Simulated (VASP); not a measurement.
Here is a VASP 6.6.1 calculation.

INCAR

```
SYSTEM = Hf
ALGO     = Normal         ! electronic algorithm
EDIFF    = 1E-7           ! SCF threshold, eV
ENCUT    = 520            ! plane-wave cutoff, eV
GGA      = PS             ! functional
ISIF     = 2              ! what is computed and relaxed
ISMEAR   = -1             ! smearing method
LASPH    = .True.         ! aspherical terms in the spheres
LCHARG   = .False.        ! write CHGCAR
LREAL    = .False.        ! projectors in reciprocal space
LWAVE    = .False.        ! write WAVECAR
NBANDS   = 17             ! bands
NELM     = 80             ! most SCF steps
PREC     = Accurate       ! precision mode
SIGMA    = 0.05           ! smearing width, eV
```

KPOINTS

```
k-points
0
Gamma
  9 9 9
  0 0 0
```

The input POSCAR:

```
Hf
1.0
    0.0000000000      3.0438467722      3.0438467722
    3.0438467722      0.0000000000      3.0438467722
    3.0438467722      3.0438467722      0.0000000000
Hf
2
Direct
   -0.1250000000     -0.1250000000     -0.1250000000
    0.1250000000      0.1250000000      0.1250000000
```

Potentials or basis: VASP PAW PBE potentials, release 64 (Hf_pv).

Launch:

```console
$ cat potpaw_PBE.64/Hf_pv/POTCAR > POTCAR
$ mpirun -np 1 vasp_std > vasp.out
```

(1) What does it give for the pressure?

(2) Estimate the band gap on the k mesh.

## Answers

(1) 4.5 GPa.

(2) zero (band 10 reaches 2.88 eV, above the bottom of band 11 at 2.35 eV).

Caveat: the PAW data sets were made with another functional, which shifts forces and pressure a little; spin-orbit coupling is left out, which moves the levels of the heavy elements.
